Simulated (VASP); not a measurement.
# Pt: single point with PBEsol

Pt:

```xyz
1
Lattice="-1.5555 1.5555 1.5555 1.5555 -1.5555 1.5555 1.5555 1.5555 -1.5555" Properties=species:S:1:pos:R:3 pbc="T T T"
Pt    0.0000    0.0000    0.0000
```

- Program: VASP 6.6.1
- Task: single point
- Functional: PBEsol
- Potentials or basis: VASP PAW PBE potentials, release 64 (Pt)
- Cutoff: 520 eV
- k mesh: 10 × 10 × 10
- Occupations: fermi-dirac, width 0.05 eV
- Spin: no spin polarisation

- Pressure: 2.3 GPa
- Band gap on the k mesh: zero (band 5 reaches 12.00 eV, above the bottom of band 6 at 9.70 eV)

Levels at points of the mesh, in eV from the Fermi level:
```csv
k point,band 3,band 4,band 5,band 6,band 7,band 8
"(0.00, 0.00, 0.00)",-3.90,-3.90,-1.20,-1.20,16.93,16.93
"(0.50, 0.00, 0.00)",-1.39,-0.83,-0.09,1.02,6.55,13.10
"(0.50, 0.50, 0.50)",0.45,0.45,0.45,7.58,7.58,7.58
```

Wall time 17 s on 1 thread of AMD EPYC 7R13, with other jobs on the host, peak memory 0.1 GiB.

Caveat: the PAW data sets were made with another functional, which shifts forces and pressure a little; spin-orbit coupling is left out, which moves the levels of the heavy elements.
